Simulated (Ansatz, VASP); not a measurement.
**BN: VASP beside Ansatz**

Contents of INCAR:

```
SYSTEM = BN
PREC     = Accurate       ! precision mode
ENCUT    = 600            ! plane-wave cutoff, eV
EDIFF    = 1E-7           ! SCF threshold, eV
ISMEAR   = 0              ! smearing method
SIGMA    = 0.01           ! smearing width, eV
LREAL    = .False.        ! projectors in reciprocal space
LASPH    = .True.         ! aspherical terms in the spheres
NELM     = 60             ! most SCF steps
ALGO     = Normal         ! electronic algorithm
ISIF     = 3              ! what is computed and relaxed
LWAVE    = .False.        ! write WAVECAR
LCHARG   = .False.        ! write CHGCAR
GGA      = PE             ! functional
IVDW     = 12             ! dispersion correction
IBRION   = 2              ! ionic algorithm
NSW      = 80             ! ionic steps
EDIFFG   = -0.001         ! ionic threshold
```

Contents of KPOINTS:

```
Automatic mesh
0
Gamma
  12 12 12
  0 0 0
```

Contents of POSCAR:

```
BN
1.0
    1.2530569069      0.7234527425      3.2948837603
   -1.2530569069      0.7234527425      3.2948837603
    0.0000000000     -1.4469054850      3.2948837603
B N
1 1
Direct
    0.9996975441      0.9996975441      0.9996975441
    0.3327354559      0.3327354559      0.3327354559
```

Input for Ansatz:

```yaml
crystal:
  lattice:
    - [1.2530569069, 0.7234527425, 3.2948837603]
    - [-1.2530569069, 0.7234527425, 3.2948837603]
    - [0.0, -1.446905485, 3.2948837603]
  atoms:
    - { symbol: B, position: [0.9996975441, 0.9996975441, 0.9996975441] }
    - { symbol: "N", position: [0.3327354559, 0.3327354559, 0.3327354559] }
basis:
  ecutwfc: 420
kpoints:
  mp_grid: { grid: [12, 12, 12] }
hamiltonian:
  xc: pbe
  dispersion: d3bj
scf:
  occupations: { method: fixed }
output:
  forces: true
  stress: true
  eigenvalues: true
relax:
  adjacent_minimum: "off"
  f_tol: 0.001
  max_steps: 60
  cell: { stress_tol: 0.01 }
```

Alike in both runs: task relaxation of cell and atoms; functional PBE; dispersion D3(BJ); k mesh 12 × 12 × 12; no spin polarisation.

|  | VASP | Ansatz |
| --- | --- | --- |
| version | VASP 6.6.1 | Ansatz 0.2.0 |
| potentials or method | VASP PAW PBE potentials, release 64 (B, N), cutoff 600 eV | scalar-relativistic, plane waves, PAW |
| occupations | gaussian, width 0.01 eV | fixed |
| valence electrons in the cell | 8 | 8 |

```tsv
	VASP	Ansatz	Ansatz less VASP
gap on the k mesh at the Fermi level, each at its own relaxed structure (eV)	4.22	4.24	+0.021
relaxed volume (Å³/atom)	8.88	8.96	+0.077
relaxed cell length with the largest relative difference (Å)	3.572	3.598	+0.0256
```
